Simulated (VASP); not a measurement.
## Sb: single point with PBE

Crystal: Sb.

```
Sb
1.0
     0.00000    2.37124    2.37124
     2.37124    0.00000    2.37124
     2.37124    2.37124    0.00000
Sb
1
Cartesian
  0.0000 0.0000 0.0000
```

```json
{
 "Program": "VASP 6.6.1",
 "Task": "single point",
 "Functional": "PBE",
 "Potentials or basis": "VASP PAW PBE potentials, release 64 (Sb)",
 "Cutoff": "520 eV",
 "k mesh": "10 × 10 × 10",
 "Occupations": "gaussian, width 0.05 eV",
 "Spin": "no spin polarisation",
 "Dipole correction": "no",
 "Further INCAR settings": "ALGO = Normal; EDIFF = 1e-07; NBANDS = 8"
}
```

| Item | Value |
| --- | --- |
| Pressure | 1.8 GPa |

Levels at points of the mesh, in eV from the Fermi level:
```
           k point  band 1  band 2  band 3  band 4  band 5  band 6
(0.00, 0.00, 0.00)  -12.96    5.44    5.44    5.44   10.03   10.03
(0.50, 0.00, 0.00)   -9.15   -5.84    3.72    3.72    8.28    9.16
(0.50, 0.50, 0.00)   -7.50   -4.93    0.42    0.42    4.20    4.64
```

Wall time 7.2 s on 1 thread of Intel Xeon 6975P-C, on a shared host, peak memory 0.15 GiB.

Caveat: spin-orbit coupling is left out, which moves the levels of the heavy elements.
